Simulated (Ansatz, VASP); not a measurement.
# One calculation of ZnS, two programs

```xyz
8
Lattice="-3.8087 0.0000 0.0000 -1.9044 -3.2985 0.0000 0.0000 0.0000 16.9665" Properties=species:S:1:pos:R:3 pbc="T T T"
Zn   -5.7131   -3.2985    8.1813
Zn    0.0000    0.0000    1.9481
Zn   -1.9044   -1.0995   11.2974
Zn   -3.8087   -2.1990    5.0641
S    -1.9044   -3.2985   10.5140
S     0.0000    0.0000    4.2808
S    -1.9044   -1.0995    1.1685
S    -3.8087   -2.1990    7.4017
```

Alike in both runs: task single point; functional r2SCAN; k mesh 7 × 7 × 2; occupations gaussian, width 0.05 eV; no spin polarisation.

|  | VASP | Ansatz |
| --- | --- | --- |
| version | VASP 6.6.1 | Ansatz 0.2.0 |
| potentials or method | VASP PAW PBE potentials, release 64 (Zn, S), cutoff 520 eV | scalar-relativistic, plane waves, PAW |
| valence electrons in the cell | 72 | 72 |

Ansatz gave:

```
gap on the k mesh at the Fermi level (eV) : none
rms of the force components (eV/Å)        : 0.435
```

Estimate VASP's values.

gap on the k mesh at the Fermi level (eV): none; rms of the force components (eV/Å): 0.434.

VASP's potentials were made for PBE, not for r2SCAN. Atom by atom the forces differ by 0.005 eV/Å (rms over components). A gap of «none» marks a metal or a gap that the smearing closes. With one functional, cell and mesh, what is left measures potentials, basis and numerics.
